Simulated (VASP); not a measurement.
# C in VASP: a series of runs, part 2 of 2

VASP 6.6.1. Earlier steps stand in the parts before.

## 3. Single point, PBE

Input file INCAR:

```
SYSTEM = C
PREC = Accurate
ENCUT = 520
EDIFF = 1E-6
ISMEAR = 0
SIGMA = 0.1
LREAL = Auto
LASPH = .True.
NELM = 60
ALGO = Normal
ISIF = 2
LWAVE = .False.
LCHARG = .True.
LDIPOL = .True.
IDIPOL = 3
DIPOL = 0.5 0.5 0.501
GGA = PE
LELF = .True.
LVHAR = .True.
LVACPOTAV = .True.
NBANDS = 46
```

Input file KPOINTS:

```
Automatic mesh
0
Gamma
  12 12 1
  0 0 0
```

Input file POSCAR:

```
C
1.0
    2.5220988421      0.0000000000      0.0000000000
   -1.2610494211      2.1842016681      0.0000000000
    0.0000000000      0.0000000000     31.9297438605
C
16
Direct
    0.3333333333      0.6666666667      0.2662094640
    0.0000000000      0.0000000000      0.2823329468
    0.0000000000      0.0000000000      0.3307034053
    0.6666666667      0.3333333333      0.3468268881
    0.6666666667      0.3333333333      0.3951973467
    0.0000000000      0.0000000000      0.4113208294
    0.0000000000      0.0000000000      0.4596912880
    0.3333333333      0.6666666667      0.4758147707
    0.3333333333      0.6666666667      0.5250231278
    0.0000000000      0.0000000000      0.5412613631
    0.0000000000      0.0000000000      0.5897031851
    0.6666666667      0.3333333333      0.6058405924
    0.6666666667      0.3333333333      0.6555877139
    0.0000000000      0.0000000000      0.6709041828
    0.0000000000      0.0000000000      0.7237985817
    0.3333333333      0.6666666667      0.7321299630
```

Potentials or basis: VASP PAW PBE potentials, release 64 (C).

On the command line:

```bash
> cat potpaw_PBE.64/C/POTCAR > POTCAR
> mpirun -np 1 vasp_std > vasp.out
```

Wall time 10 min (1 thread of Intel Xeon Platinum 8559C (Emerald Rapids), shared host); peak memory 0.34 GiB.

It converged, with:

```yaml
Free_energy: -140.9310 eV
Largest_force: 4.550 eV/Å
Band_gap_on_the_k_mesh: zero (bands 32 and 33 overlap by 0.24 eV)
```

Forces on the atoms (eV/Å):
```
C    0.000  0.000  3.929
C    0.000  0.000 -4.550
C    0.000  0.000  0.457
C    0.000  0.000 -0.646
C    0.000  0.000  0.434
C    0.000  0.000  0.256
C    0.000  0.000 -0.092
C    0.000  0.000  0.160
C    0.000  0.000 -0.008
C    0.000  0.000  0.018
C    0.000  0.000  0.010
C    0.000  0.000  0.004
C    0.000  0.000  0.000
C    0.000  0.000  0.022
C    0.000  0.000 -0.006
C    0.000  0.000  0.009
```

Levels at points of the mesh, in eV from the Fermi level:
```
           k point  band 29  band 30  band 31  band 32  band 33  band 34  band 35  band 36
(0.00, 0.00, 0.00)    -1.74    -0.75    -0.75     0.04     0.57     4.05     4.05     4.34
(0.50, 0.00, 0.00)    -5.21    -4.72    -3.74    -0.24    -0.10     3.15     3.55     4.07
```

## 4. Single point, PBE

Input file INCAR:

```
SYSTEM = C
PREC = Accurate ; ENCUT = 520
EDIFF = 1E-7 ; ISMEAR = 0
SIGMA = 0.1 ; LREAL = Auto
LASPH = .TRUE. ; NELM = 80
ALGO = Normal ; ISIF = 2
LWAVE = .FALSE. ; LCHARG = .FALSE.
LDIPOL = .TRUE. ; IDIPOL = 3
DIPOL = 0.5 0.5 0.501 ; GGA = PE
NBANDS = 46
```

Input file KPOINTS:

```
Automatic mesh
0
G
  27 27 1
  0 0 0
```

Input file POSCAR:

```
C
1.0
    2.5220988400      0.0000000000      0.0000000000
   -1.2610494200      2.1842016700      0.0000000000
    0.0000000000      0.0000000000     31.9297438605
C
16
Direct
    0.3333333331      0.6666666661      0.2662094640
    0.0000000000      0.0000000000      0.2823329468
    0.0000000000      0.0000000000      0.3307034053
    0.6666666669      0.3333333331      0.3468268881
    0.6666666669      0.3333333331      0.3951973467
    0.0000000000      0.0000000000      0.4113208294
    0.0000000000      0.0000000000      0.4596912880
    0.3333333331      0.6666666661      0.4758147707
    0.3333333331      0.6666666661      0.5250231278
    0.0000000000      0.0000000000      0.5412613631
    0.0000000000      0.0000000000      0.5897031851
    0.6666666669      0.3333333331      0.6058405924
    0.6666666669      0.3333333331      0.6555877139
    0.0000000000      0.0000000000      0.6709041828
    0.0000000000      0.0000000000      0.7237985817
    0.3333333331      0.6666666661      0.7321299630
```

Potentials or basis: VASP PAW PBE potentials, release 64 (C).

On the command line:

```bash
> cat potpaw_PBE.64/C/POTCAR > POTCAR
> mpirun -np 1 vasp_std > vasp.out
```

OUTCAR:

```text
SYSTEM = C
   PREC = Accurate
   ENCUT = 520
   EDIFF = 1E-7
   ISMEAR = 0
   LREAL = Auto
   LASPH = .TRUE.
   NELM = 80
   ISIF = 2
   GGA = PE

 ion  position               nearest neighbor table
   1  0.333  0.667  0.266-   2 1.54   2 1.54   2 1.54
   2  0.000  0.000  0.282-   3 1.54   1 1.54   1 1.54   1 1.54
   3  0.000  0.000  0.331-   2 1.54   4 1.54   4 1.54   4 1.54
   4  0.667  0.333  0.347-   5 1.54   3 1.54   3 1.54   3 1.54
   5  0.667  0.333  0.395-   4 1.54   6 1.54   6 1.54   6 1.54
   6  0.000  0.000  0.411-   7 1.54   5 1.54   5 1.54   5 1.54
   7  0.000  0.000  0.460-   6 1.54   8 1.54   8 1.54   8 1.54
   8  0.333  0.667  0.476-   7 1.54   7 1.54   7 1.54   9 1.57
   9  0.333  0.667  0.525-  10 1.55  10 1.55  10 1.55   8 1.57
  10  0.000  0.000  0.541-   9 1.55   9 1.55   9 1.55  11 1.55
  11  0.000  0.000  0.590-  12 1.54  12 1.54  12 1.54  10 1.55
[... 1375 lines left out ...]
 -----------------------------------------------------------------------------
  energy-cutoff  :      520.00
  volume of cell :      175.89
      direct lattice vectors                 reciprocal lattice vectors
     2.522098840  0.000000000  0.000000000     0.396495167  0.228916591  0.000000000
    -1.261049420  2.184201670  0.000000000     0.000000000  0.457833182  0.000000000
     0.000000000  0.000000000 31.929743861     0.000000000  0.000000000  0.031318760

 POSITION                                       TOTAL-FORCE (eV/Angst)
 -----------------------------------------------------------------------------------
      0.00000      1.45613      8.50000         0.000000     -0.000000      3.930036
      0.00000      0.00000      9.01482         0.000000      0.000000     -4.550329
      0.00000      0.00000     10.55928         0.000000     -0.000000      0.456995
      1.26105      0.72807     11.07409        -0.000000      0.000000     -0.646975
      1.26105      0.72807     12.61855        -0.000000      0.000000      0.434264
      0.00000      0.00000     13.13337        -0.000000     -0.000000      0.256380
[... 8 lines left out ...]
      0.00000      0.00000     23.11070         0.000000     -0.000000     -0.008428
      0.00000      1.45613     23.37672         0.000000     -0.000000      0.014684
 -----------------------------------------------------------------------------------
    total drift:                               -0.000001      0.000001      0.034301

  FREE ENERGIE OF THE ION-ELECTRON SYSTEM (eV)
  ---------------------------------------------------
  free  energy   TOTEN  =      -140.9306894153 eV

  energy  without entropy=     -140.8832915984  energy(sigma->0) =     -140.90699051

 vacuum level on the upper side and lower side of the slab         7.814         8.749
```

Run time: 66 min. Hardware: 1 thread of Intel Xeon Platinum 8559C (Emerald Rapids), shared host; peak memory 0.5 GiB.

What came out:

* Free energy: -140.9307 eV
* Largest force: 4.550 eV/Å
* Band gap on the k mesh: zero (bands 32 and 33 overlap by 0.24 eV)

Forces on the atoms (eV/Å):
```
C    0.000  0.000  3.930
C    0.000  0.000 -4.550
C    0.000  0.000  0.457
C    0.000  0.000 -0.647
C    0.000  0.000  0.434
C    0.000  0.000  0.256
C    0.000  0.000 -0.091
C    0.000  0.000  0.161
C    0.000  0.000 -0.007
C    0.000  0.000  0.018
C    0.000  0.000  0.010
C    0.000  0.000  0.004
C    0.000  0.000  0.000
C    0.000  0.000  0.019
C    0.000  0.000 -0.008
C    0.000  0.000  0.015
```

## 5. The runs side by side

| task | cell | k mesh | atoms held fixed (from 0) | gap on the mesh (eV) | largest force (eV/Å) |
| --- | --- | --- | --- | --- | --- |
| relaxation of the atoms | atoms relaxed, atomic positions A | 12 × 12 × 1 | [0, 1, 2, 3, 4, 5, 6, 7] | none | - |
| single point | as given, atomic positions B | 12 × 12 × 1 | - | none | 4.55 |
| single point | as given, atomic positions B | 27 × 27 × 1 | - | none | 4.55 |

Alike in all rows: level PBE; potentials or basis VASP PAW PBE potentials, release 64 (C); no spin polarisation; cutoff (eV) 520; smearing gaussian 0.1 eV.

Absolute energies hang on the potentials; compare differences alone.
